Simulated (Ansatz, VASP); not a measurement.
SiC in VASP and in Ansatz

```
Si C
1.0
     0.00000    2.06924    2.12369
     2.06924    0.00000    2.12369
     2.06924    2.06924    0.00000
Si C
1 1
Direct
  0.00000 0.00000 0.00000
  0.75000 0.75000 0.75000
```

Change from the starting cell: strain -0.050 along x and y, -0.025 along z, atoms carried along.

Alike in both runs: task single point; functional r2SCAN; k mesh 10 × 10 × 10; occupations gaussian, width 0.05 eV; no spin polarisation.

|  | VASP | Ansatz |
| --- | --- | --- |
| version | VASP 6.6.1 | Ansatz 0.2.0 |
| potentials or method | VASP PAW PBE potentials, release 64 (Si, C), cutoff 520 eV | scalar-relativistic, plane waves, PAW |
| valence electrons in the cell | 8 | 8 |

```csv
,VASP,Ansatz,Ansatz less VASP
gap on the k mesh at the Fermi level (eV),1.48,1.46,-0.015
least direct gap on the mesh (eV),5.18,5.16,-0.016
pressure (GPa),36.7,37.1,+0.32
"traceless stress, the component that is largest in VASP (GPa)",-5.22,-5.18,+0.033
```

VASP's potentials were made for PBE, not for r2SCAN. Both programs put the cell under a high pressure, so it lies far from rest at this level.
